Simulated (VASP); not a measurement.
Set up this calculation in VASP 6.6.1, as the native input.

- Task: single point
- Functional: PBE
- Potentials or basis: VASP PAW PBE potentials, release 64 (Al, N)
- Cutoff: 520 eV
- k mesh: 4 × 4 × 6
- Occupations: gaussian, width 0.1 eV
- Spin: no spin polarisation
- Dipole correction: no
- Further INCAR settings: ALGO = Normal; EDIFF = 1e-06; NBANDS = 26

The structure of AlN lies in POSCAR:

```
AlN
1.0
    5.3291138000      0.0000000000      0.0000000000
    0.0000000000      5.3291138000      0.0000000000
    0.0000000000      0.0000000000      3.1218369000
Al N
4 4
Direct
    0.6769860000      0.6769860000      0.0000000000
    0.1769860000      0.8230140000      0.5000000000
    0.8230140000      0.1769860000      0.5000000000
    0.3230140000      0.3230140000      0.0000000000
    0.8154210000      0.8154210000      0.5000000000
    0.1845790000      0.1845790000      0.5000000000
    0.6845790000      0.3154210000      0.0000000000
    0.3154210000      0.6845790000      0.0000000000
```

The input as run:

INCAR

```
SYSTEM = AlN
ALGO = Normal ; EDIFF = 1E-6
ENCUT = 520 ; GGA = PE
ISIF = 2 ; ISMEAR = 0
LASPH = .True. ; LCHARG = .False.
LREAL = .False. ; LWAVE = .False.
NBANDS = 26 ; NELM = 100
PREC = Accurate ; SIGMA = 0.1
```

KPOINTS

```
k-points
0
Gamma
  4 4 6
  0 0 0
```

Potentials or basis: VASP PAW PBE potentials, release 64 (Al, N).

Launch:

```bash
$ cat potpaw_PBE.64/Al/POTCAR potpaw_PBE.64/N/POTCAR > POTCAR
$ mpirun -np 1 vasp_std > vasp.out
```

Results of the run:

- Pressure: -0.2 GPa
- Largest force: 0.003 eV/Å
- Band gap on the k mesh: 3.75 eV, direct

Run time: 29 s on 1 thread of AMD EPYC 9R45 96-Core Processor (Zen 5), on a shared host, peak memory 0.17 GiB.
